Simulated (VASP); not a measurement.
Set up this calculation in VASP 6.6.1, as the native input.

- Task: relaxation of shape and atoms at fixed volume
- Functional: PBEsol
- Potentials or basis: VASP PAW PBE potentials, release 64 (Co)
- Cutoff: 600 eV
- k mesh: 18 × 18 × 10
- Occupations: gaussian, width 0.1 eV
- Spin: collinear spin, ferromagnetic start
- Starting moments: [1.8, 1.8] μB
- Dipole correction: no
- Further INCAR settings: ALGO = Normal; EDIFF = 1e-06; IBRION = 2; EDIFFG = -0.01; NSW = 50; ISIF = 4

The structure of Co lies in POSCAR:

```
Co
1.0
    2.4807374555      0.0000000000      0.0000000000
   -1.2403687277      2.1483816566      0.0000000000
    0.0000000000      0.0000000000      4.0087139104
Co
2
Direct
    0.3333333333      0.6666666667      0.2500000000
    0.6666666667      0.3333333333      0.7500000000
```

These files were run (other wordings do the same):

INCAR

```
SYSTEM = Co
PREC = Accurate
ENCUT = 600
EDIFF = 1E-6
ISMEAR = 0
SIGMA = 0.1
LREAL = .False.
LASPH = .True.
NELM = 150
ALGO = Normal
ISIF = 4
LWAVE = .False.
LCHARG = .False.
ISPIN = 2
MAGMOM = 1.8 1.8
LORBIT = 11
LMAXMIX = 4
GGA = PS
IBRION = 2
NSW = 50
EDIFFG = -0.01
```

KPOINTS

```
regular mesh
0
Gamma
  18 18 10
  0 0 0
```

Potentials or basis: VASP PAW PBE potentials, release 64 (Co).

Run with:

```sh
$ cat potpaw_PBE.64/Co/POTCAR > POTCAR
$ mpirun -np 1 vasp_std > vasp.out
```

It gave:

```json
{
  "Pressure after relaxing": "-7.7 GPa",
  "Net moment": "3.17 μB per cell",
  "Site moments": "Co +1.60 μB",
  "Valence electrons inside the program's atomic spheres": "Co 8.30"
}
```

Caveat: the PAW data sets were made with another functional, which shifts forces and pressure a little.

It took 2 min on 1 thread of Intel Xeon 8259CL, on a shared host, peak memory 0.25 GiB.
